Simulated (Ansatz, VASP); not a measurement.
LiF in VASP and in Ansatz

File INCAR:

```
PREC     = Accurate       # precision mode
ENCUT    = 520            # plane-wave cutoff, eV
EDIFF    = 1E-6           # SCF threshold, eV
ISMEAR   = 0              # smearing method
SIGMA    = 0.02           # smearing width, eV
LREAL    = F              # projectors in reciprocal space
LASPH    = T              # aspherical terms in the spheres
NELM     = 100            # most SCF steps
ALGO     = Normal         # electronic algorithm
ISIF     = 2              # what is computed and relaxed
LWAVE    = F              # write WAVECAR
LCHARG   = F              # write CHGCAR
GGA      = PE             # functional
NBANDS   = 12             # bands
```

Contents of KPOINTS:

```
Automatic mesh
0
Gamma
  10 10 10
```

The input POSCAR:

```
LiF
1.0
    0.0000000000      2.0994936376      2.0994936376
    2.0994936376      0.0000000000      2.0994936376
    2.0994936376      2.0994936376      0.0000000000
Li F
1 1
Direct
    0.5000000000      0.5000000000      0.5000000000
    0.0000000000      0.0000000000      0.0000000000
```

Input for Ansatz:

```yaml
crystal:
  lattice:
    - [0.0, 2.0994936376, 2.0994936376]
    - [2.0994936376, 0.0, 2.0994936376]
    - [2.0994936376, 2.0994936376, 0.0]
  atoms:
    - { symbol: Li, position: [0.5, 0.5, 0.5] }
    - { symbol: F, position: [0.0, 0.0, 0.0] }
basis:
  ecutwfc: 420
kpoints:
  mp_grid: { grid: [10, 10, 10] }
hamiltonian:
  xc: pbe
scf:
  occupations: { method: gaussian, width: 0.02 }
output:
  forces: true
  stress: true
  eigenvalues: true
```

Alike in both runs: task single point; functional PBE; k mesh 10 × 10 × 10; occupations gaussian, width 0.02 eV; no spin polarisation.

|  | VASP | Ansatz |
| --- | --- | --- |
| version | VASP 6.6.1 | Ansatz 0.2.0 |
| potentials or method | VASP PAW PBE potentials, release 64 (Li_sv, F), cutoff 520 eV | scalar-relativistic, plane waves, PAW |
| valence electrons in the cell | 10 | 10 |

|  | VASP | Ansatz | Ansatz less VASP |
| --- | --- | --- | --- |
| gap on the k mesh at the Fermi level (eV) | 8.06 | 8.06 | +0.001 |
| least direct gap on the mesh (eV) | 8.06 | 8.06 | +0.001 |

Noted on VASP's run: the cutoff is short for stress, so the pressure is rough.
